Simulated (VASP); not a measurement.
A run of VASP 6.6.1 is set up as follows.

INCAR

```
PREC = Accurate ; ENCUT = 910
EDIFF = 1E-6 ; ISMEAR = 0
SIGMA = 0.1 ; LREAL = F
LASPH = T ; NELM = 120
ALGO = Normal ; ISIF = 2
LWAVE = F ; LCHARG = F
GGA = PE ; NBANDS = 35
GGA_COMPAT = F
```

File KPOINTS:

```
Automatic mesh
0
Gamma
  12 12 4
```

File POSCAR:

```
Zn4O
1.0
    3.0397018791      0.0000000000      0.0000000000
   -1.5198509396      2.6324590472      0.0000000000
    0.0000000000      0.0000000000      9.0370511697
Zn O
4 1
Direct
    0.6666666667      0.3333333333      0.0187892873
    0.0000000000      0.0000000000      0.6999552407
    0.3333333333      0.6666666667      0.4633961236
    0.0000000000      0.0000000000      0.2363102404
    0.6666666667      0.3333333333      0.8060677681
```

Potentials or basis: VASP PAW PBE potentials, release 64 (Zn, O_h).

The run is started by

```console
$ cat potpaw_PBE.64/Zn/POTCAR potpaw_PBE.64/O_h/POTCAR > POTCAR
$ mpirun -np 1 vasp_std > vasp.out
```

(1) Predict the band gap on the k mesh.

(2) What does it give for the pressure?

(3) What does it give for the largest force?

## Answers

(1) zero (bands 27 and 28 overlap by 1.10 eV).

(2) 0.5 GPa.

(3) 0.063 eV/Å.

Caveat: the cutoff is under 1.25 times the usual one of these potentials, so pressure, stress and relaxed cells hold a basis-set (Pulay) error.
